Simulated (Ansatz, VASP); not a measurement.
# NiSb: VASP beside Ansatz

The input INCAR:

```
  PREC = Accurate
  ENCUT = 520
  EDIFF = 1E-7
  ISMEAR = 0
  SIGMA = 0.1
  LREAL = False
  LASPH = True
  NELM = 60
  ALGO = Normal
  ISIF = 2
  LWAVE = False
  LCHARG = False
  GGA = PE
  NBANDS = 23
```

Contents of KPOINTS:

```
Automatic mesh
0
Gamma
  18 18 10
```

POSCAR

```
NiSb
1.0
    3.9759714340      0.0000000000      0.0000000000
   -1.9879857170      3.4432922666      0.0000000000
    0.0000000000      0.0000000000      5.1568787517
Ni Sb
2 2
Direct
    0.0000000000      0.0000000000      0.0000000000
    0.0000000000      0.0000000000      0.5000000000
    0.3333333333      0.6666666667      0.2500000000
    0.6666666667      0.3333333333      0.7500000000
```

Input for Ansatz:

```yaml
crystal:
  lattice:
    - [3.975971434, 0.0, 0.0]
    - [-1.987985717, 3.4432922666, 0.0]
    - [0.0, 0.0, 5.1568787517]
  atoms:
    - { symbol: Ni, position: [0.0, 0.0, 0.0] }
    - { symbol: Ni, position: [0.0, 0.0, 0.5] }
    - { symbol: Sb, position: [0.3333333333, 0.6666666667, 0.25] }
    - { symbol: Sb, position: [0.6666666667, 0.3333333333, 0.75] }
basis:
  ecutwfc: 420
kpoints:
  mp_grid: { grid: [18, 18, 10] }
hamiltonian:
  xc: pbe
scf:
  occupations: { method: gaussian, width: 0.1 }
output:
  forces: true
  stress: true
  eigenvalues: true
```

Alike in both runs: task single point; functional PBE; k mesh 18 × 18 × 10; occupations gaussian, width 0.1 eV; no spin polarisation.

```csv
,VASP,Ansatz
version,VASP 6.6.1,Ansatz 0.2.0
potentials or method,"VASP PAW PBE potentials, release 64 (Ni, Sb), cutoff 520 eV","scalar-relativistic, plane waves, PAW"
valence electrons in the cell,30,66
```

VASP gave:

```
gap on the k mesh at the Fermi level (eV)                     : none
pressure (GPa)                                                : -0.2
traceless stress, the component that is largest in VASP (GPa) : 0.15
```

Task: What did Ansatz give for the same quantities?

Result: gap on the k mesh at the Fermi level (eV): none; pressure (GPa): 0.0; traceless stress, the component that is largest in VASP (GPa): 0.05.

A gap of «none» marks a metal or a gap that the smearing closes. With one functional, cell and mesh, what is left measures potentials, basis and numerics. VASP's potentials hold 30 valence electrons a cell and Ansatz's 66, so a difference there can come from the potentials and not from the codes.

Neither program's run includes spin-orbit coupling.
